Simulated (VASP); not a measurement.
**TiAl3: relaxation of shape and atoms at fixed volume with PBE**

The system is TiAl3.

```
CELL_PARAMETERS angstrom
5.35945 0.00000 0.00000
-2.67973 4.64142 0.00000
0.00000 0.00000 4.49559
ATOMIC_POSITIONS crystal
Ti 0.33333 0.66667 0.75000
Ti 0.66667 0.33333 0.25000
Al 0.83428 0.66856 0.75000
Al 0.16572 0.33144 0.25000
Al 0.33144 0.16572 0.75000
Al 0.66856 0.83428 0.25000
Al 0.16572 0.83428 0.25000
Al 0.83428 0.16572 0.75000
```

- Program: VASP 6.6.1
- Task: relaxation of shape and atoms at fixed volume
- Functional: PBE
- Potentials or basis: VASP PAW PBE potentials, release 64 (Ti_sv, Al)
- Cutoff: 600 eV
- k mesh: 12 × 12 × 8
- Occupations: gaussian, width 0.1 eV
- Spin: no spin polarisation
- Dipole correction: no
- Further INCAR settings: ALGO = Fast; EDIFF = 1e-07; IBRION = 2; EDIFFG = -0.01; NSW = 50; ISIF = 4

- Energy gained by relaxing: 0.1 meV/atom
- Ionic steps: 2
- Pressure after relaxing: 17.0 GPa
- Largest force after relaxing: 0.009 eV/Å
- Band gap on the k mesh: zero (bands 21 and 22 overlap by 1.24 eV)

Forces in eV/Å, atoms in the order of the input:
```
Ti   0.000  0.000  0.000
Ti   0.000  0.000  0.000
Al   0.000  0.009  0.000
Al   0.000 -0.009  0.000
Al  -0.008 -0.005  0.000
Al   0.008  0.005  0.000
Al  -0.008  0.005  0.000
Al   0.008 -0.005  0.000
```

Stress tensor (GPa, compression positive):
```
17.03  0.00  0.00
 0.00 17.03  0.00
 0.00  0.00 16.93
```

Step by step:
```csv
step,energy change (eV),largest force (eV/Å),pressure (GPa),volume (Å³)
1,0.0000,0.0088,17.04,111.83
2,-0.0006,0.0092,17.00,111.83
```

Final structure:
```
Ti Al
1.0
     5.36467    0.00000    0.00000
    -2.68234    4.64594    0.00000
     0.00000    0.00000    4.48684
Ti Al
2 6
Cartesian
  0.0000 3.0973 3.3651
  2.6823 1.5486 1.1217
  2.6823 3.1065 3.3651
  0.0000 1.5394 1.1217
  1.3332 0.7697 3.3651
  1.3492 3.8762 1.1217
  -1.3492 3.8762 1.1217
  4.0315 0.7697 3.3651
```

Levels at points of the mesh, in eV from the Fermi level:
```
           k point  band 18  band 19  band 20  band 21  band 22  band 23  band 24  band 25
(0.00, 0.00, 0.00)    -1.49    -1.49    -0.82    -0.82    -0.30    -0.30     0.40     1.25
(0.50, 0.00, 0.00)    -2.36    -2.13    -1.42     0.09     0.72     0.84     1.24     1.24
(0.00, 0.00, 0.50)    -3.07    -3.07    -3.07    -0.82    -0.82     1.23     1.23     1.25
(0.50, 0.00, 0.50)    -1.80    -0.21    -0.21     0.03     0.03     0.94     0.95     1.37
```

It took 32 min on 1 thread of Intel(R) Xeon(R) Platinum 8488C (Sapphire Rapids), with other jobs on the host, peak memory 0.48 GiB.
